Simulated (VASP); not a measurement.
# MgO (Pm-3m) in VASP: a series of runs

MgO is run at these levels: r2SCAN; tasks: single point.

All numbers are computed with VASP 6.6.1; they aren't measurements. Logs are shortened: lines on timing, memory, paths and dates and some standing lists are left out, and cuts for length are marked.

### Step 1. The cell of the first run

Symmetry: Pm-3m, No. 221, cubic system. Conventional cell: a = 2.552 Å, b = 2.552 Å, c = 2.552 Å, α = 90.00°, β = 90.00°, γ = 90.00°. Within 2.9 Å of Mg (site symmetry m-3m) lie 8 O at 2.21 Å and 6 Mg at 2.55 Å. O (site symmetry m-3m) has 8 Mg at 2.21 Å and 6 O at 2.55 Å within 2.9 Å.

### Step 2. Single point, r2SCAN (volume scaled by 0.920)

POSCAR

```
MgO
1.0
    2.5519312199      0.0000000000      0.0000000000
    0.0000000000      2.5519312199      0.0000000000
    0.0000000000      0.0000000000      2.5519312199
Mg O
1 1
Direct
    0.0000000000      0.0000000000      0.0000000000
    0.5000000000      0.5000000000      0.5000000000
```

INCAR.step1

```
SYSTEM = MgO
  ALGO = Normal
  EDIFF = 1E-4
  ENCUT = 520
  GGA = PE
  ISMEAR = 0
  LASPH = .True.
  LCHARG = .False.
  LREAL = .False.
  LWAVE = .True.
  NBANDS = 11
  NELM = 100
  PREC = Accurate
  SIGMA = 0.05
```

INCAR.step2

```
SYSTEM = MgO
  ALGO = Normal
  EDIFF = 1E-6
  ENCUT = 520
  ISIF = 2
  ISMEAR = 0
  ISTART = 1
  LASPH = .True.
  LCHARG = .False.
  LMIXTAU = .True.
  LREAL = .False.
  LWAVE = .False.
  METAGGA = R2SCAN
  NBANDS = 11
  NELM = 100
  PREC = Accurate
  SIGMA = 0.05
```

KPOINTS

```
k-points
0
Gamma
  10 10 10
  0 0 0
```

Potentials or basis: VASP PAW PBE potentials, release 64 (Mg, O).

The run is started by

```sh
$ cat potpaw_PBE.64/Mg/POTCAR potpaw_PBE.64/O/POTCAR > POTCAR
$ cp INCAR.step1 INCAR
$ mpirun -np 1 vasp_std > vasp.out
$ cp INCAR.step2 INCAR
$ mpirun -np 1 vasp_std > vasp.out
```

OUTCAR:

```text
SYSTEM = MgO
   EDIFF = 1E-6
   ENCUT = 520
   ISIF = 2
   ISMEAR = 0
   ISTART = 1
   LASPH = .True.
   LREAL = .False.
   METAGGA = R2SCAN
   NELM = 100
   PREC = Accurate

 ion  position               nearest neighbor table
   1  0.000  0.000  0.000-   2 2.21   2 2.21   2 2.21   2 2.21   2 2.21   2 2.21   2 2.21   2 2.21

   2  0.500  0.500  0.500-   1 2.21   1 2.21   1 2.21   1 2.21   1 2.21   1 2.21   1 2.21   1 2.21

  LATTYP: Found a simple cubic cell.
 ALAT       =     2.5519312199

  Lattice vectors:

 A1 = (   2.5519312199,   0.0000000000,   0.0000000000)
 A2 = (   0.0000000000,   2.5519312199,   0.0000000000)
 A3 = (   0.0000000000,   0.0000000000,   2.5519312199)

Analysis of symmetry for initial positions (statically):
=====================================================================
 Subroutine PRICEL returns:
 Original cell was already a primitive cell.

 Routine SETGRP: Setting up the symmetry group for a
 simple cubic supercell.

 Subroutine GETGRP returns: Found 48 space group operations
 (whereof 48 operations were pure point group operations)
 out of a pool of 48 trial point group operations.

The static configuration has the point symmetry O_h .

Analysis of symmetry for dynamics (positions and initial velocities):
=====================================================================
 Subroutine PRICEL returns:
 Original cell was already a primitive cell.

 Routine SETGRP: Setting up the symmetry group for a
 simple cubic supercell.

 Subroutine GETGRP returns: Found 48 space group operations
 (whereof 48 operations were pure point group operations)
 out of a pool of 48 trial point group operations.

The dynamic configuration has the point symmetry O_h .

 Subroutine INISYM returns: Found 48 space group operations
 (whereof 48 operations are pure point group operations),
 and found     1 'primitive' translations

----------------------------------------------------------------------------------------

                                     Primitive cell

  volume of cell :      16.6191

  direct lattice vectors                    reciprocal lattice vectors
     2.551931220  0.000000000  0.000000000     0.391860091  0.000000000  0.000000000
     0.000000000  2.551931220  0.000000000     0.000000000  0.391860091  0.000000000
     0.000000000  0.000000000  2.551931220     0.000000000  0.000000000  0.391860091

  length of vectors
     2.551931220  2.551931220  2.551931220     0.391860091  0.391860091  0.391860091

  position of ions in fractional coordinates (direct lattice)
     0.000000000  0.000000000  0.000000000
     0.500000000  0.500000000  0.500000000

  ion indices of the primitive-cell ions
   primitive index   ion index
                 1           1
                 2           2

----------------------------------------------------------------------------------------

 KPOINTS: k-points

Automatic generation of k-mesh.
 Grid dimensions read from file:
 generate k-points for:   10   10   10

 Generating k-lattice:

  Cartesian coordinates                     Fractional coordinates (reciprocal lattice)
     0.039186009  0.000000000  0.000000000     0.100000000  0.000000000  0.000000000
     0.000000000  0.039186009  0.000000000     0.000000000  0.100000000  0.000000000
     0.000000000  0.000000000  0.039186009     0.000000000  0.000000000  0.100000000

  Length of vectors
     0.039186009  0.039186009  0.039186009

  Shift w.r.t. Gamma in fractional coordinates (k-lattice)
     0.000000000  0.000000000  0.000000000

 Subroutine IBZKPT returns following result:
 ===========================================

 Found     56 irreducible k-points:

 Following reciprocal coordinates:
            Coordinates               Weight
  0.000000  0.000000  0.000000      1.000000
  0.100000  0.000000  0.000000      6.000000
  0.200000  0.000000  0.000000      6.000000
  0.300000  0.000000  0.000000      6.000000
  0.400000  0.000000  0.000000      6.000000
  0.500000  0.000000  0.000000      3.000000
[... 16 lines left out ...]
  0.200000  0.100000  0.100000     24.000000
  0.300000  0.100000  0.100000     24.000000
 [... further k-points ...]
   k-points           NKPTS =     56   k-points in BZ     NKDIM =     56   number of bands    NBANDS=     11
   number of dos      NEDOS =    301   number of ions     NIONS =      2
   total plane-waves  NPLWV =   8000
   dimension x,y,z NGX =    20 NGY =   20 NGZ =   20
   dimension x,y,z NGXF=    40 NGYF=   40 NGZF=   40
   ions per type =               1   1
   NGX,Y,Z   is equivalent  to a cutoff of  13.03, 13.03, 13.03 a.u.
   NGXF,Y,Z  is equivalent  to a cutoff of  26.06, 26.06, 26.06 a.u.
 SYSTEM =  MgO
   PREC   = accura    normal or accurate (medium, high low for compatibility)
   ISTART =      1    job   : 0-new  1-cont  2-samecut
   ICHARG =      0    charge: 1-file 2-atom 10-const
   ISPIN  =      1    spin polarized calculation?
   LNONCOLLINEAR =      F non collinear calculations
   LSORBIT =      F    spin-orbit coupling
   LASPH  =      T    aspherical Exc in radial PAW
   ENCUT  =  520.0 eV  38.22 Ry    6.18 a.u.   4.74  4.74  4.74*2*pi/ulx,y,z
   NELM   =    100;   NELMIN=  2; NELMDL=  0     # of ELM steps
   EDIFF  = 0.1E-05   stopping-criterion for ELM
   LREAL  =      F    real-space projection
   EDIFFG = 0.1E-04   stopping-criterion for IOM
   NSW    =      0    number of steps for IOM
   IBRION =     -1    ionic relax: 0-MD 1-quasi-New 2-CG
   NFREE  =      0    steps in history (QN), initial steepest desc. (CG)
   ISIF   =      2    stress and relaxation
   ISYM   =      2    0-nonsym 1-usesym 2-fastsym
   POTIM  = 0.5000    time-step for ionic-motion
   TEBEG  =    0.0;   TEEND  =   0.0 temperature during run
   PSTRESS=    0.0 pullay stress
   NELECT =       8.0000    total number of electrons
   NUPDOWN=      -1.0000    fix difference up-down
   EMIN   =  10.00;   EMAX   =-10.00  energy-range for DOS
   EFERMI =   0.00;   METHOD = LEGACY
   ISMEAR =     0;   SIGMA  =   0.05  broadening in eV -4-tet -1-fermi 0-gaus
   EFERMI_NEDOS =   21; number of points for ismear=-14 and -15
   IALGO  =     38    algorithm
   IMIX   =      4    mixing-type and parameters
     AMIX     =   0.40;   BMIX     =  1.00
     AMIX_MAG =   1.60;   BMIX_MAG =  1.00
  volume/ion in A,a.u.               =       8.31        56.08
  Fermi-wavevector in a.u.,A,eV,Ry     =   1.283027  2.424570 22.397350  1.646159
  Thomas-Fermi vector in A             =   2.415304
   LORBIT       =      0    0 simple, 1 ext, 2 COOP (PROOUT), +10 PAW based schemes
   METAGGA = R2SCAN    functional components
   LHFCALC =     F    Hartree Fock is set to
   AEXX    =    0.0000 exact exchange contribution
   IVDW    =     0    specifies the selected vdW correction
   LEPSILON=     F    determine dielectric tensor
   LRPA    =     F    only Hartree local field effects (RPA)
 non-spin polarized calculation
 Gauss-broadening in eV      SIGMA  =   0.05
  energy-cutoff  :      520.00
  volume of cell :       16.62
 maximum number of plane-waves:       468
 NGX is ok and might be reduce to    20
   NGX =  9   NGY =  9   NGZ =  9

 number of electron       8.0000007 magnetization

 Free energy of the ion-electron system (eV)
  ---------------------------------------------------
  ext. energy  EPLUGINS =         0.00000000
  ---------------------------------------------------
  free energy    TOTEN  =       -14.47217980 eV

  energy without entropy =      -14.47217980  energy(sigma->0) =      -14.47217980

 E-fermi :   5.8355     XC(G=0): -12.3201

 val. band max:        5.6054251382   @ k =   0.5000   0.5000   0.0000
 cond. band min:       9.9141077011   @ k =   0.0000   0.0000   0.0000
 fundamental gap:      4.3086825630
 Fermi energy:         5.8354670977

 k-point     1 :       0.0000    0.0000    0.0000
  band No.  band energies     occupation
      1     -14.5806      2.00000
      2       4.4488      2.00000
      3       4.4488      2.00000
      4       4.4488      2.00000
      5       9.9141      0.00000
      6      17.2341      0.00000
      7      17.2341      0.00000
      8      28.9706      0.00000
      9      28.9706      0.00000
     10      28.9706      0.00000
     11      35.8139      0.00000

 k-point     2 :       0.1000    0.0000    0.0000
  band No.  band energies     occupation
      1     -14.4669      2.00000
      2       3.6000      2.00000
      3       4.4934      2.00000
      4       4.4934      2.00000
      5      10.4879      0.00000
      6      17.4642      0.00000
      7      17.5712      0.00000
      8      28.7120      0.00000
      9      28.7120      0.00000
     10      29.0989      0.00000
     11      34.8346      0.00000

 k-point     3 :       0.2000    0.0000    0.0000
  band No.  band energies     occupation
      1     -14.1518      2.00000
      2       1.8713      2.00000
      3       4.6128      2.00000
      4       4.6128      2.00000
      5      11.5911      0.00000
      6      18.1474      0.00000
      7      18.1510      0.00000
      8      27.9592      0.00000
      9      27.9592      0.00000
     10      29.8445      0.00000
     11      32.5693      0.00000

 k-point     4 :       0.3000    0.0000    0.0000
  band No.  band energies     occupation
      1     -13.7201      2.00000
      2       0.1546      2.00000
      3       4.7656      2.00000
      4       4.7656      2.00000
      5      12.7587      0.00000
      6      18.1984      0.00000
      7      19.2779      0.00000
      8      26.9571      0.00000
      9      26.9571      0.00000
     10      29.1064      0.00000
     11      31.7824      0.00000
[... 239 lines left out ...]
 k-point    22 :       0.1000    0.1000    0.1000
  band No.  band energies     occupation
      1     -14.2456      2.00000
      2       3.3771      2.00000
      3       3.9363      2.00000
      4       3.9363      2.00000
      5      11.5206      0.00000
      6      17.9895      0.00000
      7      17.9895      0.00000
      8      27.1601      0.00000
      9      29.3205      0.00000
     10      29.3205      0.00000
     11      32.5061      0.00000

 k-point    23 :       0.2000    0.1000    0.1000
  band No.  band energies     occupation
      1     -13.9417      2.00000
      2       2.0158      2.00000
      3       3.8556      2.00000
      4       4.0884      2.00000
      5      12.5154      0.00000
      6      18.4216      0.00000
      7      18.4291      0.00000
      8      26.3537      0.00000
      9      27.9448      0.00000
     10      30.3261      0.00000
     11      31.1732      0.00000

 k-point    24 :       0.3000    0.1000    0.1000
  band No.  band energies     occupation
      1     -13.5266      2.00000
      2       0.3821      2.00000
      3       4.0795      2.00000
      4       4.2850      2.00000
      5      13.5826      0.00000
      6      18.2190      0.00000
      7      19.0570      0.00000
      8      26.0549      0.00000
      9      26.3337      0.00000
     10      30.1061      0.00000
     11      30.1845      0.00000

 [... further k-points ...]
[... 5 lines left out ...]
  --------------------------------------------------------------------------------------
  -------------------------------------------------------------------------------------
  Total        1.4682489      1.4682489      1.4682489     -0.0000000     -0.0000000     -0.0000000
  in kB      141.5478775    141.5478775    141.5478775     -0.0000000     -0.0000000     -0.0000000
  external PRESSURE =     141.5478775 kB  Pullay stress =       0.0000000 kB

 VOLUME and BASIS-vectors are now :
 -----------------------------------------------------------------------------
  energy-cutoff  :      520.00
  volume of cell :       16.62
      direct lattice vectors                 reciprocal lattice vectors
     2.551931220  0.000000000  0.000000000     0.391860091  0.000000000  0.000000000
     0.000000000  2.551931220  0.000000000     0.000000000  0.391860091  0.000000000
     0.000000000  0.000000000  2.551931220     0.000000000  0.000000000  0.391860091

 POSITION                                       TOTAL-FORCE (eV/Angst)
 -----------------------------------------------------------------------------------
      0.00000      0.00000      0.00000         0.000000      0.000000      0.000000
      1.27597      1.27597      1.27597         0.000000      0.000000      0.000000
 -----------------------------------------------------------------------------------
    total drift:                                0.000000      0.000000      0.000000

  FREE ENERGIE OF THE ION-ELECTRON SYSTEM (eV)
  ---------------------------------------------------
  free  energy   TOTEN  =       -14.4721797982 eV

  energy  without entropy=      -14.4721797982  energy(sigma->0) =      -14.47217980
```

It took 22 s on 1 thread of Intel Xeon 6975P-C (Granite Rapids), shared host; peak memory 0.13 GiB.

Results:

```yaml
Free_energy: -14.4722 eV
Pressure: 14.2 GPa
Band_gap_on_the_k_mesh: 4.31 eV, indirect (least direct gap 5.47 eV)
```

Levels at points of the mesh, in eV from the valence-band top:
```tsv
k point	band 1	band 2	band 3	band 4	band 5	band 6	band 7	band 8	band 9
(0.00, 0.00, 0.00)	-20.19	-1.16	-1.16	-1.16	4.31	11.63	11.63	23.37	23.37
(0.50, 0.00, 0.00)	-18.77	-7.15	-0.66	-0.66	8.80	11.62	16.30	19.00	20.24
(0.50, 0.50, 0.00)	-17.75	-5.29	-5.29	0.00	6.21	14.44	14.44	15.18	21.17
(0.50, 0.50, 0.50)	-16.71	-4.21	-4.21	-4.21	8.81	8.81	8.81	19.57	21.57
```

Caveat: the PAW data sets were made with another functional, which shifts forces and pressure a little. A k mesh can miss the band edges.

(Continued in part 2 of 2.)
